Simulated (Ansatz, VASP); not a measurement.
**TiO2: VASP beside Ansatz**

```
Ti O
1.0
     0.00000    2.16451    2.16451
     2.16451    0.00000    2.16451
     2.16451    2.16451    0.00000
Ti O
1 2
Direct
  0.00000 0.00000 0.00000
  0.25000 0.25000 0.25000
  0.75000 0.75000 0.75000
```

Change from the starting cell: volume scaled by 0.72, PAW files.

Alike in both runs: task single point; functional PBE; k mesh 12 × 12 × 12; occupations fermi-dirac, width 0.1 eV; no spin polarisation.

```csv
,VASP,Ansatz
version,VASP 6.6.1,Ansatz 0.2.0
potentials or method,"VASP PAW PBE potentials, release 64 (Ti_sv, O)","PAW with Ansatz's default frozen-core files, scalar-relativistic"
plane-wave cutoff (eV),520,420
valence electrons in the cell,24,24
```

|  | VASP | Ansatz | Ansatz less VASP |
| --- | --- | --- | --- |
| pressure (GPa) | 164.6 | 162.8 | -1.85 |

Both programs put the cell under a high pressure, so it lies far from rest at this level.

Noted on VASP's run: the cell as given lies far from equilibrium.
